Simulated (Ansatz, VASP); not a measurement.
# K2ZrO2: VASP beside Ansatz

```xyz
5
Lattice="4.0983 0.0000 0.0000 -2.0492 3.5492 0.0000 0.0000 0.0000 8.9844" Properties=species:S:1:pos:R:3 pbc="T T T"
K     0.0000    2.3662    2.8506
K     2.0492    1.1831    6.1338
Zr    0.0000    0.0000    0.0000
O     0.0000    0.0000    1.9682
O     0.0000    0.0000    7.0162
```

Change from the starting cell: species swapped into the Rb2PtC2 type (P-3m1, No. 164).

Alike in both runs: functional PBE; k mesh 6 × 6 × 4; occupations gaussian, width 0.1 eV; no spin polarisation.

Ansatz relaxed the structure, and its values are those at the end. VASP's run is a single point on that final structure, the one shown.

```csv
,VASP,Ansatz
version,VASP 6.6.1,Ansatz 0.2.0
potentials or method,"VASP PAW PBE potentials, release 64 (K_sv, Zr_sv, O), cutoff 520 eV","scalar-relativistic, plane waves, PAW"
valence electrons in the cell,42,42
```

|  | VASP | Ansatz | Ansatz less VASP |
| --- | --- | --- | --- |
| gap on the k mesh at the Fermi level (eV) | none | none | - |
| pressure (GPa) | 0.3 | 0.1 | -0.19 |
| rms of the force components (eV/Å) | 0.021 | 0.001 | -0.0196 |

A gap of «none» marks a metal or a gap that the smearing closes. The functional is the same, so the differences come from potentials, cutoffs and numerics.
